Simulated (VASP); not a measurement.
Crystal: InSb.

```
In Sb
1.0
     0.00000    3.25993    3.25993
     3.25993    0.00000    3.25993
     3.25993    3.25993    0.00000
In Sb
1 1
Direct
  0.00000 0.00000 0.00000
  0.25000 0.25000 0.25000
```

Base run:

```yaml
Program: VASP 6.6.1
Functional: PBE0
Potentials_or_basis: VASP PAW PBE potentials, release 64 (In_d, Sb_d_GW)
Cutoff: 400 eV
k_mesh: 4 × 4 × 4
Occupations: gaussian, width 0.1 eV
Spin: no spin polarisation
```

Its results: band gap on the k mesh 1.08 eV; pressure 0.3 GPa.

**Question.** The run is repeated on the same cell with these changes: functional from PBE0 to HF; share of exact exchange from 0.25 to 1. What comes out?

**Answer.** Band gap on the k mesh 5.94 eV; pressure 2.4 GPa.

Caveats: the PAW data sets were made with another functional, which shifts forces and pressure a little; spin-orbit coupling is left out, which moves the levels of the heavy elements.

A k mesh can miss the band edges.
